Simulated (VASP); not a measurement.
A run of VASP 6.6.1 is set up as follows.

File INCAR:

```
PREC = Accurate
ENCUT = 520
EDIFF = 1E-6
ISMEAR = 0
SIGMA = 0.15
LREAL = False
LASPH = True
NELM = 80
ALGO = Fast
ISIF = 2
LWAVE = False
LCHARG = True
GGA = PS
LELF = True
LVHAR = True
NBANDS = 43
```

The input KPOINTS:

```
regular mesh
0
Gamma
  18 18 10
```

File POSCAR:

```
Ni2Ge
1.0
    4.1930708608      0.0000000000      0.0000000000
   -2.0965354304      3.6313058853      0.0000000000
    0.0000000000      0.0000000000      4.4992013365
Ni Ge
4 2
Direct
    0.6666666667      0.3333333333      0.2500000000
    0.3333333333      0.6666666667      0.7500000000
    0.0000000000      0.0000000000      0.0000000000
    0.0000000000      0.0000000000      0.5000000000
    0.6666666667      0.3333333333      0.7500000000
    0.3333333333      0.6666666667      0.2500000000
```

Potentials or basis: VASP PAW PBE potentials, release 64 (Ni, Ge_d).

Run with:

```console
$ cat potpaw_PBE.64/Ni/POTCAR potpaw_PBE.64/Ge_d/POTCAR > POTCAR
$ mpirun -np 1 vasp_std > vasp.out
```

Task: Estimate the pressure.

Result: 5.0 GPa.

Task: Estimate the band gap on the k mesh.

Result: Zero (band 34 reaches 11.83 eV, above the bottom of band 35 at 9.97 eV).

Stress tensor (GPa, compression positive):
```
-13.35   0.00   0.00
  0.00 -13.35   0.00
  0.00   0.00  41.66
```

Caveat: the PAW data sets were made with another functional, which shifts forces and pressure a little. Spin polarisation is off, so any magnetic state and its effect on volume and gap are missing.
